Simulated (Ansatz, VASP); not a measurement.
One calculation of AlAu, two programs

INCAR

```
SYSTEM = AlAu
ALGO = Normal ; EDIFF = 1E-7
ENCUT = 520 ; ISIF = 2
ISMEAR = -1 ; LASPH = .True.
LCHARG = .True. ; LELF = .True.
LREAL = .False. ; LVHAR = .True.
LWAVE = .False. ; NBANDS = 14
NELM = 100 ; PREC = Accurate
SIGMA = 0.05
```

File KPOINTS:

```
k-points
0
Gamma
  11 11 11
  0 0 0
```

POSCAR

```
AlAu
1.0
    3.0539378551      0.0000000000      0.0000000000
    0.0000000000      3.0539378551      0.0000000000
    0.0000000000      0.0000000000      3.0539378551
Al Au
1 1
Direct
    0.0000000000      0.0000000000      0.0000000000
    0.5000000000      0.5000000000      0.5000000000
```

Input for Ansatz:

```yaml
crystal:
  lattice:
    - [3.0539378551, 0.0, 0.0]
    - [0.0, 3.0539378551, 0.0]
    - [0.0, 0.0, 3.0539378551]
  atoms:
    - { symbol: Al, position: [0.0, 0.0, 0.0] }
    - { symbol: Au, position: [0.5, 0.5, 0.5] }
kpoints:
  mp_grid: { grid: [11, 11, 11] }
  band_path:
    path:
      - [0.0, 0.0, 0.0]
      - [0.0, 0.5, 0.0]
      - [0.5, 0.5, 0.0]
      - [0.0, 0.0, 0.0]
      - [0.5, 0.5, 0.5]
      - [0.0, 0.5, 0.0]
      - [0.5, 0.5, 0.5]
      - [0.5, 0.5, 0.0]
    npoints: 6
scf:
  occupations: { method: fermi_dirac, width: 0.05 }
hamiltonian:
  xc: lda
  pseudopotentials: { kind: all_electron, lapw: { basis_error: 0.001 } }
output:
  forces: true
  stress: true
  eigenvalues: true
  populations: true
```

Change from the starting cell: volume scaled by 0.85, LAPW.

Alike in both runs: task single point; functional LDA; k mesh 11 × 11 × 11; occupations fermi-dirac, width 0.05 eV; no spin polarisation.

```csv
,VASP,Ansatz
version,VASP 6.6.1,Ansatz 0.2.0
potentials or method,"VASP PAW LDA potentials, release 64 (Al, Au), cutoff 520 eV","all-electron LAPW, scalar-relativistic"
```

Ansatz gave:

| Property | Result |
| --- | --- |
| pressure (GPa) | 16.9 |

Task: Estimate VASP's values.

Result: Pressure (GPa): 17.3.

LDA's correlation is that of Perdew and Zunger in VASP and of Perdew and Wang (1992) in Ansatz. Ansatz ran all-electron here, and VASP with PAW potentials.

Spin-orbit coupling is off throughout.
